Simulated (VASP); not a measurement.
# Al (Fm-3m) in VASP: a series of runs

The runs below take Al through single point, with PBEsol.

All numbers are computed with VASP 6.6.1; they aren't measurements. Logs are shortened: lines on timing, memory, paths and dates and some standing lists are left out, and cuts for length are marked.

### 1 The cell of the first run

The structure is cubic, space group Fm-3m (No. 225). Conventional cell: a = 4.015 Å, b = 4.015 Å, c = 4.015 Å, α = 90.00°, β = 90.00°, γ = 90.00°. Within 3.7 Å of Al (site symmetry m-3m) lie 12 Al at 2.84 Å.

### 2 Single point, PBEsol

File INCAR:

```
  PREC = Accurate
  ENCUT = 520
  EDIFF = 1E-6
  ISMEAR = 0
  SIGMA = 0.05
  LREAL = False
  LASPH = True
  NELM = 80
  ALGO = Normal
  ISIF = 2
  LWAVE = False
  LCHARG = True
  GGA = PS
  LELF = True
  LVHAR = True
  NBANDS = 8
```

File KPOINTS:

```
Automatic mesh
0
Gamma
  18 18 18
```

File POSCAR:

```
Al
1.0
    0.0000000000      2.0073872277      2.0073872277
    2.0073872277      0.0000000000      2.0073872277
    2.0073872277      2.0073872277      0.0000000000
Al
1
Direct
    0.0000000000      0.0000000000      0.0000000000
```

Potentials or basis: VASP PAW PBE potentials, release 64 (Al).

Run with:

```
$ cat potpaw_PBE.64/Al/POTCAR > POTCAR
$ mpirun -np 1 vasp_std > vasp.out
```

OUTCAR:

```text
PREC = Accurate
   ENCUT = 520
   EDIFF = 1E-6
   ISMEAR = 0
   LREAL = False
   LASPH = True
   NELM = 80
   ISIF = 2
   GGA = PS

 ion  position               nearest neighbor table
   1  0.000  0.000  0.000-

  LATTYP: Found a face centered cubic cell.
 ALAT       =     4.0147744554

  Lattice vectors:

 A1 = (   0.0000000000,   2.0073872277,   2.0073872277)
 A2 = (   2.0073872277,   0.0000000000,   2.0073872277)
 A3 = (   2.0073872277,   2.0073872277,   0.0000000000)

Analysis of symmetry for initial positions (statically):
=====================================================================
 Subroutine PRICEL returns:
 Original cell was already a primitive cell.

 Routine SETGRP: Setting up the symmetry group for a
 face centered cubic supercell.

 Subroutine GETGRP returns: Found 48 space group operations
 (whereof 48 operations were pure point group operations)
 out of a pool of 48 trial point group operations.

The static configuration has the point symmetry O_h .

Analysis of symmetry for dynamics (positions and initial velocities):
=====================================================================
 Subroutine PRICEL returns:
 Original cell was already a primitive cell.

 Routine SETGRP: Setting up the symmetry group for a
 face centered cubic supercell.

 Subroutine GETGRP returns: Found 48 space group operations
 (whereof 48 operations were pure point group operations)
 out of a pool of 48 trial point group operations.

The dynamic configuration has the point symmetry O_h .

 Subroutine INISYM returns: Found 48 space group operations
 (whereof 48 operations are pure point group operations),
 and found     1 'primitive' translations

----------------------------------------------------------------------------------------

                                     Primitive cell

  volume of cell :      16.1779

  direct lattice vectors                    reciprocal lattice vectors
     0.000000000  2.007387228  2.007387228    -0.249079995  0.249079995  0.249079995
     2.007387228  0.000000000  2.007387228     0.249079995 -0.249079995  0.249079995
     2.007387228  2.007387228  0.000000000     0.249079995  0.249079995 -0.249079995

  length of vectors
     2.838874242  2.838874242  2.838874242     0.431419206  0.431419206  0.431419206

  position of ions in fractional coordinates (direct lattice)
     0.000000000  0.000000000  0.000000000

  ion indices of the primitive-cell ions
   primitive index   ion index
[... 71 lines left out ...]
   ENCUT  =  520.0 eV  38.22 Ry    6.18 a.u.   5.28  5.28  5.28*2*pi/ulx,y,z
   NELM   =     80;   NELMIN=  2; NELMDL= -5     # of ELM steps
   EDIFF  = 0.1E-05   stopping-criterion for ELM
   LREAL  =      F    real-space projection
   EDIFFG = 0.1E-04   stopping-criterion for IOM
   NSW    =      0    number of steps for IOM
   IBRION =     -1    ionic relax: 0-MD 1-quasi-New 2-CG
   NFREE  =      0    steps in history (QN), initial steepest desc. (CG)
   ISIF   =      2    stress and relaxation
   ISYM   =      2    0-nonsym 1-usesym 2-fastsym
   POTIM  = 0.5000    time-step for ionic-motion
   TEBEG  =    0.0;   TEEND  =   0.0 temperature during run
   PSTRESS=    0.0 pullay stress
   NELECT =       3.0000    total number of electrons
   NUPDOWN=      -1.0000    fix difference up-down
   EMIN   =  10.00;   EMAX   =-10.00  energy-range for DOS
   EFERMI =   0.00;   METHOD = LEGACY
   ISMEAR =     0;   SIGMA  =   0.05  broadening in eV -4-tet -1-fermi 0-gaus
   EFERMI_NEDOS =   21; number of points for ismear=-14 and -15
   IALGO  =     38    algorithm
   IMIX   =      4    mixing-type and parameters
     AMIX     =   0.40;   BMIX     =  1.00
     AMIX_MAG =   1.60;   BMIX_MAG =  1.00
  volume/ion in A,a.u.               =      16.18       109.17
  Fermi-wavevector in a.u.,A,eV,Ry     =   0.933557  1.764167 11.857863  0.871528
  Thomas-Fermi vector in A             =   2.060271
   LORBIT       =      0    0 simple, 1 ext, 2 COOP (PROOUT), +10 PAW based schemes
   GGA     = PS    functional components
   LHFCALC =     F    Hartree Fock is set to
   AEXX    =    0.0000 exact exchange contribution
   IVDW    =     0    specifies the selected vdW correction
   LEPSILON=     F    determine dielectric tensor
   LRPA    =     F    only Hartree local field effects (RPA)
 non-spin polarized calculation
 Gauss-broadening in eV      SIGMA  =   0.05
  energy-cutoff  :      520.00
  volume of cell :       16.18
 maximum number of plane-waves:       448
 NGX is ok and might be reduce to    24
   NGX = 11   NGY = 11   NGZ = 11

 number of electron       3.0000000 magnetization

 Free energy of the ion-electron system (eV)
  ---------------------------------------------------
  ext. energy  EPLUGINS =         0.00000000
  ---------------------------------------------------
  free energy    TOTEN  =        -4.08938310 eV

  energy without entropy =       -4.08830113  energy(sigma->0) =       -4.08884212

 E-fermi :   8.1456     XC(G=0): -10.3289

 val. band max:        8.1325716175   @ k =  -0.2778   0.2778   0.0556
 cond. band min:       8.1556014050   @ k =  -0.4444   0.3333   0.1111
 fundamental gap:      0.0230297875
 Fermi energy:         8.1456475993

 k-point     1 :       0.0000    0.0000    0.0000
  band No.  band energies     occupation
      1      -3.1100      2.00000
      2      20.8608      0.00000
      3      20.8608      0.00000
      4      20.8608      0.00000
      5      22.5024      0.00000
      6      22.5024      0.00000
      7      22.5024      0.00000
      8      24.7850      0.00000
[... 243 lines left out ...]
 k-point    24 :      -0.2222    0.0556    0.0000
  band No.  band energies     occupation
      1      -1.4481      2.00000
      2      12.0351      0.00000
      3      17.5492      0.00000
      4      20.4285      0.00000
      5      22.1878      0.00000
      6      23.2706      0.00000
      7      23.7131      0.00000
      8      25.9244      0.00000

 [... further k-points ...]
[... 5 lines left out ...]
  --------------------------------------------------------------------------------------
  -------------------------------------------------------------------------------------
  Total        0.0056109      0.0056109      0.0056109     -0.0000000     -0.0000000      0.0000000
  in kB        0.5556733      0.5556733      0.5556733     -0.0000000     -0.0000000      0.0000000
  external PRESSURE =       0.5556733 kB  Pullay stress =       0.0000000 kB

 VOLUME and BASIS-vectors are now :
 -----------------------------------------------------------------------------
  energy-cutoff  :      520.00
  volume of cell :       16.18
      direct lattice vectors                 reciprocal lattice vectors
     0.000000000  2.007387228  2.007387228    -0.249079995  0.249079995  0.249079995
     2.007387228  0.000000000  2.007387228     0.249079995 -0.249079995  0.249079995
     2.007387228  2.007387228  0.000000000     0.249079995  0.249079995 -0.249079995

 POSITION                                       TOTAL-FORCE (eV/Angst)
 -----------------------------------------------------------------------------------
      0.00000      0.00000      0.00000        -0.000000      0.000000      0.000000
 -----------------------------------------------------------------------------------
    total drift:                               -0.000000      0.000000      0.000000

  FREE ENERGIE OF THE ION-ELECTRON SYSTEM (eV)
  ---------------------------------------------------
  free  energy   TOTEN  =        -4.0893831032 eV

  energy  without entropy=       -4.0883011321  energy(sigma->0) =       -4.08884212
```

OSZICAR:

```text
N       E                     dE             d eps       ncg     rms          rms(c)
DAV:   1    -0.267530445859E+01   -0.26753E+01   -0.88654E+02  3152   0.208E+02
DAV:   2    -0.411065244961E+01   -0.14353E+01   -0.13881E+01  4408   0.190E+01
DAV:   3    -0.411822098838E+01   -0.75685E-02   -0.75676E-02  3992   0.153E+00
DAV:   4    -0.411823985461E+01   -0.18866E-04   -0.18867E-04  4888   0.668E-02
DAV:   5    -0.411823992248E+01   -0.67873E-07   -0.67697E-07  3968   0.228E-03    0.143E+00
DAV:   6    -0.410102008491E+01    0.17220E-01   -0.21132E-03  4352   0.192E-01    0.812E-01
DAV:   7    -0.408939922659E+01    0.11621E-01   -0.57800E-03  4104   0.307E-01    0.171E-01
DAV:   8    -0.408938394521E+01    0.15281E-04   -0.19775E-05  4600   0.305E-02    0.109E-02
DAV:   9    -0.408938310324E+01    0.84197E-06   -0.41999E-07  4288   0.291E-03
   1 F= -.40893831E+01 E0= -.40888421E+01  d E =-.108197E-02
```

It took 12 s on 1 thread of Intel Xeon 8259CL, shared host; peak memory 0.14 GiB.

What came out:

| Item | Value |
| --- | --- |
| Free energy | -4.0894 eV |
| Pressure | 0.1 GPa |

Caveat: the PAW data sets were made with another functional, which shifts forces and pressure a little.

### 3 Single point, PBEsol

This run uses another cell than the first one, of 16.61 Å³/atom, 1.027 times its volume.

File INCAR:

```
SYSTEM = Al
  PREC = Accurate
  ENCUT = 520
  EDIFF = 1E-6
  ISMEAR = 0
  SIGMA = 0.05
  LREAL = .False.
  LASPH = .True.
  NELM = 60
  ALGO = Normal
  ISIF = 2
  LWAVE = .False.
  LCHARG = .False.
  GGA = PS
  NBANDS = 8
```

File KPOINTS:

```
regular mesh
0
Gamma
  18 18 18
  0 0 0
```

File POSCAR:

```
Al
1.0
    0.0000000000      2.0250000000      2.0250000000
    2.0250000000      0.0000000000      2.0250000000
    2.0250000000      2.0250000000      0.0000000000
Al
1
Direct
    0.0000000000      0.0000000000      0.0000000000
```

Potentials or basis: VASP PAW PBE potentials, release 64 (Al).

Run with:

```
$ cat potpaw_PBE.64/Al/POTCAR > POTCAR
$ mpirun -np 1 vasp_std > vasp.out
```

Wall time 11 s (1 thread of Intel Xeon 8259CL, shared host); peak memory 0.14 GiB.

It converged, with:

* Free energy: -4.0869 eV
* Pressure: -1.9 GPa

Levels at points of the mesh, in eV from the Fermi level:
```
           k point  band 1  band 2  band 3  band 4  band 5
(0.00, 0.00, 0.00)  -11.07   12.57   12.57   12.57   14.02
(0.50, 0.00, 0.00)   -4.56   -4.35   11.34   11.34   11.42
(0.50, 0.50, 0.00)   -2.89   -1.59    5.26    5.57    5.57
```

Caveat: the PAW data sets were made with another functional, which shifts forces and pressure a little.
